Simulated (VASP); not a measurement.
# Pm (Fd-3m) in VASP: single point with LDA

Aim: the single point of Pm with LDA.

Program: VASP 6.6.1. These are calculated values, not measurements. Logs are shortened: lines on timing, memory, paths and dates and some standing lists are left out, and cuts for length are marked.

### Step 1. The cell of the first run

Symmetry: Fd-3m, No. 227, cubic system. Conventional cell: a = 5.470 Å, b = 5.470 Å, c = 5.470 Å, α = 90.00°, β = 90.00°, γ = 90.00°. Pm (site symmetry -43m) has 4 Pm at 2.37 Å within 3.1 Å.

This isn't the form of Pm at room conditions, which is double hcp.

### Step 2. Single point, LDA

INCAR

```
ALGO = Normal ; EDIFF = 1E-7
ENCUT = 520 ; GGA = CA
ISIF = 2 ; ISMEAR = -1
LASPH = T ; LCHARG = F
LREAL = F ; LWAVE = F
NBANDS = 22 ; NELM = 80
PREC = Accurate ; SIGMA = 0.13605693000000002
```

KPOINTS

```
k-points
0
Gamma
  8 8 8
```

POSCAR

```
Pm
1.0
    0.0000000000      2.7352488391      2.7352488391
    2.7352488391      0.0000000000      2.7352488391
    2.7352488391      2.7352488391      0.0000000000
Pm
2
Direct
    0.0000000000      0.0000000000      0.0000000000
    0.2500000000      0.2500000000      0.2500000000
```

Potentials or basis: VASP PAW PBE potentials, release 64 (Pm).

Run with:

```
cat potpaw_PBE.64/Pm/POTCAR > POTCAR
mpirun -np 1 vasp_std > vasp.out
```

OUTCAR:

```text
EDIFF = 1E-7
   ENCUT = 520
   GGA = CA
   ISIF = 2
   ISMEAR = -1
   LASPH = T
   LREAL = F
   NELM = 80
   PREC = Accurate

 ion  position               nearest neighbor table
   1  0.000  0.000  0.000-   2 2.37   2 2.37   2 2.37   2 2.37
   2  0.250  0.250  0.250-   1 2.37   1 2.37   1 2.37   1 2.37

  LATTYP: Found a face centered cubic cell.
 ALAT       =     5.4704976782

  Lattice vectors:

 A1 = (   0.0000000000,   2.7352488391,   2.7352488391)
 A2 = (   2.7352488391,   0.0000000000,   2.7352488391)
 A3 = (   2.7352488391,   2.7352488391,   0.0000000000)

Analysis of symmetry for initial positions (statically):
=====================================================================
 Subroutine PRICEL returns:
 Original cell was already a primitive cell.

 Routine SETGRP: Setting up the symmetry group for a
 face centered cubic supercell.

 Subroutine GETGRP returns: Found 48 space group operations
 (whereof 24 operations were pure point group operations)
 out of a pool of 48 trial point group operations.

The static configuration has the point symmetry T_d .
 The point group associated with its full space group is O_h .

Analysis of symmetry for dynamics (positions and initial velocities):
=====================================================================
 Subroutine PRICEL returns:
 Original cell was already a primitive cell.

 Routine SETGRP: Setting up the symmetry group for a
 face centered cubic supercell.

 Subroutine GETGRP returns: Found 48 space group operations
 (whereof 24 operations were pure point group operations)
 out of a pool of 48 trial point group operations.

The dynamic configuration has the point symmetry T_d .
 The point group associated with its full space group is O_h .

 Subroutine INISYM returns: Found 48 space group operations
 (whereof 24 operations are pure point group operations),
 and found     1 'primitive' translations

----------------------------------------------------------------------------------------

                                     Primitive cell

  volume of cell :      40.9280

  direct lattice vectors                    reciprocal lattice vectors
     0.000000000  2.735248839  2.735248839    -0.182798725  0.182798725  0.182798725
     2.735248839  0.000000000  2.735248839     0.182798725 -0.182798725  0.182798725
     2.735248839  2.735248839  0.000000000     0.182798725  0.182798725 -0.182798725

  length of vectors
     3.868226005  3.868226005  3.868226005     0.316616679  0.316616679  0.316616679

  position of ions in fractional coordinates (direct lattice)
     0.000000000  0.000000000  0.000000000
     0.250000000  0.250000000  0.250000000

  ion indices of the primitive-cell ions
   primitive index   ion index
                 1           1
                 2           2

----------------------------------------------------------------------------------------

 KPOINTS: k-points

Automatic generation of k-mesh.
 Grid dimensions read from file:
 generate k-points for:    8    8    8

 Generating k-lattice:

  Cartesian coordinates                     Fractional coordinates (reciprocal lattice)
    -0.022849841  0.022849841  0.022849841     0.125000000  0.000000000  0.000000000
     0.022849841 -0.022849841  0.022849841     0.000000000  0.125000000  0.000000000
     0.022849841  0.022849841 -0.022849841     0.000000000  0.000000000  0.125000000

  Length of vectors
     0.039577085  0.039577085  0.039577085

  Shift w.r.t. Gamma in fractional coordinates (k-lattice)
     0.000000000  0.000000000  0.000000000

 Subroutine IBZKPT returns following result:
 ===========================================

 Found     29 irreducible k-points:

 Following reciprocal coordinates:
            Coordinates               Weight
  0.000000  0.000000  0.000000      1.000000
  0.125000  0.000000  0.000000      8.000000
  0.250000  0.000000  0.000000      8.000000
  0.375000  0.000000  0.000000      8.000000
  0.500000  0.000000  0.000000      4.000000
  0.125000  0.125000  0.000000      6.000000
[... 16 lines left out ...]
  0.500000  0.250000  0.125000     48.000000
 -0.375000  0.250000  0.125000     24.000000
 [... further k-points ...]
   k-points           NKPTS =     29   k-points in BZ     NKDIM =     29   number of bands    NBANDS=     22
   number of dos      NEDOS =    301   number of ions     NIONS =      2
   total plane-waves  NPLWV =  27000
   dimension x,y,z NGX =    30 NGY =   30 NGZ =   30
   dimension x,y,z NGXF=    60 NGYF=   60 NGZF=   60
   ions per type =               2
   NGX,Y,Z   is equivalent  to a cutoff of  12.89, 12.89, 12.89 a.u.
   NGXF,Y,Z  is equivalent  to a cutoff of  25.79, 25.79, 25.79 a.u.
 SYSTEM =  unknown system
   PREC   = accura    normal or accurate (medium, high low for compatibility)
   ISTART =      0    job   : 0-new  1-cont  2-samecut
   ICHARG =      2    charge: 1-file 2-atom 10-const
   ISPIN  =      1    spin polarized calculation?
   LNONCOLLINEAR =      F non collinear calculations
   LSORBIT =      F    spin-orbit coupling
   LASPH  =      T    aspherical Exc in radial PAW
   ENCUT  =  520.0 eV  38.22 Ry    6.18 a.u.   7.19  7.19  7.19*2*pi/ulx,y,z
   NELM   =     80;   NELMIN=  2; NELMDL= -5     # of ELM steps
   EDIFF  = 0.1E-06   stopping-criterion for ELM
   LREAL  =      F    real-space projection
   EDIFFG = 0.1E-05   stopping-criterion for IOM
   NSW    =      0    number of steps for IOM
   IBRION =     -1    ionic relax: 0-MD 1-quasi-New 2-CG
   NFREE  =      0    steps in history (QN), initial steepest desc. (CG)
   ISIF   =      2    stress and relaxation
   ISYM   =      2    0-nonsym 1-usesym 2-fastsym
   POTIM  = 0.5000    time-step for ionic-motion
   TEBEG  =    0.0;   TEEND  =   0.0 temperature during run
   PSTRESS=    0.0 pullay stress
   NELECT =      30.0000    total number of electrons
   NUPDOWN=      -1.0000    fix difference up-down
   EMIN   =  10.00;   EMAX   =-10.00  energy-range for DOS
   EFERMI =   0.00;   METHOD = LEGACY
   ISMEAR =    -1;   SIGMA  =   0.14  broadening in eV -4-tet -1-fermi 0-gaus
   EFERMI_NEDOS =   21; number of points for ismear=-14 and -15
   IALGO  =     38    algorithm
   IMIX   =      4    mixing-type and parameters
     AMIX     =   0.40;   BMIX     =  1.00
     AMIX_MAG =   1.60;   BMIX_MAG =  1.00
  volume/ion in A,a.u.               =      20.46       138.10
  Fermi-wavevector in a.u.,A,eV,Ry     =   1.476075  2.789377 29.644336  2.178797
  Thomas-Fermi vector in A             =   2.590646
   LORBIT       =      0    0 simple, 1 ext, 2 COOP (PROOUT), +10 PAW based schemes
   GGA     = CA    functional components
   LHFCALC =     F    Hartree Fock is set to
   AEXX    =    0.0000 exact exchange contribution
   IVDW    =     0    specifies the selected vdW correction
   LEPSILON=     F    determine dielectric tensor
   LRPA    =     F    only Hartree local field effects (RPA)
 non-spin polarized calculation
  energy-cutoff  :      520.00
  volume of cell :       40.93
 maximum number of plane-waves:      1124
 NGX is ok and might be reduce to    30
   NGX = 15   NGY = 15   NGZ = 15

 number of electron      30.0000001 magnetization

 Free energy of the ion-electron system (eV)
  ---------------------------------------------------
  ext. energy  EPLUGINS =         0.00000000
  ---------------------------------------------------
  free energy    TOTEN  =       -13.68082567 eV

  energy without entropy =      -13.18594467  energy(sigma->0) =      -13.43338517

 E-fermi :   9.2286     XC(G=0): -12.3946

 val. band max:        9.2228611618   @ k =   0.1250   0.1250   0.0000
 cond. band min:       9.2317338271   @ k =   0.1250   0.0000   0.0000
 fundamental gap:      0.0088726653
 Fermi energy:         9.2285516046

 k-point     1 :       0.0000    0.0000    0.0000
  band No.  band energies     occupation
      1     -30.4599      2.00000
      2     -25.7554      2.00000
      3     -11.2617      2.00000
      4     -11.2617      2.00000
      5     -11.2617      2.00000
      6      -7.2274      2.00000
[... 14 lines left out ...]
     21      10.2869      0.00084
     22      10.5970      0.00009

 k-point     2 :       0.1250    0.0000    0.0000
  band No.  band energies     occupation
      1     -30.3567      2.00000
      2     -25.9402      2.00000
      3     -11.3710      2.00000
      4     -11.3710      2.00000
      5     -11.2533      2.00000
      6      -7.0685      2.00000
[... 14 lines left out ...]
     21      10.2370      0.00121
     22      10.5897      0.00009

 k-point     3 :       0.2500    0.0000    0.0000
  band No.  band energies     occupation
      1     -30.0711      2.00000
      2     -26.4161      2.00000
      3     -11.6054      2.00000
      4     -11.6054      2.00000
      5     -11.2746      2.00000
      6      -6.6673      2.00000
[... 14 lines left out ...]
     21      10.1831      0.00179
     22      10.5766      0.00010

 k-point     4 :       0.3750    0.0000    0.0000
  band No.  band energies     occupation
      1     -29.7007      2.00000
      2     -26.9681      2.00000
      3     -11.8091      2.00000
      4     -11.8091      2.00000
      5     -11.3396      2.00000
      6      -6.3109      2.00000
[... 14 lines left out ...]
     21      10.3348      0.00059
     22      10.5575      0.00011

 k-point     5 :       0.5000    0.0000    0.0000
  band No.  band energies     occupation
      1     -29.4994      2.00000
      2     -27.2423      2.00000
      3     -11.8867      2.00000
      4     -11.8867      2.00000
      5     -11.3755      2.00000
      6      -6.1704      2.00000
[... 417 lines left out ...]
 k-point    22 :       0.3750    0.2500    0.1250
  band No.  band energies     occupation
      1     -29.8086      2.00000
      2     -26.8123      2.00000
      3     -12.1960      2.00000
      4     -11.8863      2.00000
      5     -10.4526      2.00000
      6      -7.4121      2.00000
[... 14 lines left out ...]
     21      10.4121      0.00033
     22      10.4348      0.00028

 k-point    23 :       0.5000    0.2500    0.1250
  band No.  band energies     occupation
      1     -29.4281      2.00000
      2     -27.3326      2.00000
      3     -12.4956      2.00000
      4     -12.0675      2.00000
      5     -10.1756      2.00000
      6      -7.2867      2.00000
[... 14 lines left out ...]
     21      10.2629      0.00100
     22      10.3971      0.00037

 k-point    24 :      -0.3750    0.2500    0.1250
  band No.  band energies     occupation
      1     -29.2043      2.00000
      2     -27.6126      2.00000
      3     -12.6014      2.00000
      4     -12.1501      2.00000
      5     -10.0778      2.00000
      6      -7.1915      2.00000
[... 14 lines left out ...]
     21      10.3083      0.00072
     22      10.3927      0.00038

 [... further k-points ...]

------------------------ aborting loop because EDIFF is reached ----------------------------------------

  FORCE on cell =-STRESS in cart. coord.  units (eV):
  Direction    XX          YY          ZZ          XY          YZ          ZX
  --------------------------------------------------------------------------------------
  -------------------------------------------------------------------------------------
  Total        0.2927188      0.2927188      0.2927188      0.0000000      0.0000000      0.0000000
  in kB       11.4588402     11.4588402     11.4588402      0.0000000      0.0000000      0.0000000
  external PRESSURE =      11.4588402 kB  Pullay stress =       0.0000000 kB

 VOLUME and BASIS-vectors are now :
 -----------------------------------------------------------------------------
  energy-cutoff  :      520.00
  volume of cell :       40.93
      direct lattice vectors                 reciprocal lattice vectors
     0.000000000  2.735248839  2.735248839    -0.182798725  0.182798725  0.182798725
     2.735248839  0.000000000  2.735248839     0.182798725 -0.182798725  0.182798725
     2.735248839  2.735248839  0.000000000     0.182798725  0.182798725 -0.182798725

 POSITION                                       TOTAL-FORCE (eV/Angst)
 -----------------------------------------------------------------------------------
      0.00000      0.00000      0.00000         0.000000      0.000000      0.000000
      1.36762      1.36762      1.36762        -0.000000     -0.000000     -0.000000
 -----------------------------------------------------------------------------------
    total drift:                                0.000000     -0.000000      0.000000

  FREE ENERGIE OF THE ION-ELECTRON SYSTEM (eV)
  ---------------------------------------------------
  free  energy   TOTEN  =       -13.6808256735 eV

  energy  without entropy=      -13.1859446728  energy(sigma->0) =      -13.43338517
```

It took 97 s on 1 thread of Intel Xeon 8259CL, shared host; peak memory 0.17 GiB.

What came out:

* Free energy: -13.6808 eV
* Pressure: 1.1 GPa
* Band gap on the k mesh: zero (bands 15 and 16 overlap by 0.28 eV)

Caveat: the PAW data sets were made with another functional, which shifts forces and pressure a little; spin-orbit coupling is left out, which moves the levels of the heavy elements; semilocal functionals describe open f shells poorly, which spoils levels, moments and volumes. Spin polarisation is off, so any magnetic state and its effect on volume and gap are missing.
